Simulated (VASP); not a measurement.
Input of a VASP 6.6.1 run:

File INCAR:

```
  PREC = Accurate
  ENCUT = 520
  EDIFF = 1E-6
  ISMEAR = -1
  SIGMA = 0.1
  LREAL = F
  LASPH = T
  NELM = 80
  ALGO = Normal
  ISIF = 2
  LWAVE = F
  LCHARG = T
  GGA = PS
  LELF = T
  LVHAR = T
  NBANDS = 17
```

KPOINTS

```
regular mesh
0
Gamma
  10 10 7
```

POSCAR

```
Ba
1.0
   -3.7810892965      3.7803803852      2.0526932498
    3.7803803852     -3.7810892965      2.0526932498
    3.7838938045      3.7838938045     -2.0539916222
Ba
2
Direct
    0.0000574914      0.9999425086      0.0000000000
    0.7499425086      0.2500574914      0.5000000000
```

Potentials or basis: VASP PAW PBE potentials, release 64 (Ba_sv).

Run with:

```bash
$ cat potpaw_PBE.64/Ba_sv/POTCAR > POTCAR
$ mpirun -np 1 vasp_std > vasp.out
```

(1) Estimate the band gap on the k mesh.

(2) Predict the pressure.

Results:

(1) zero (band 10 reaches 1.77 eV, above the bottom of band 11 at 1.56 eV).

(2) -0.4 GPa.

Caveat: the PAW data sets were made with another functional, which shifts forces and pressure a little; spin-orbit coupling is left out, which moves the levels of the heavy elements.
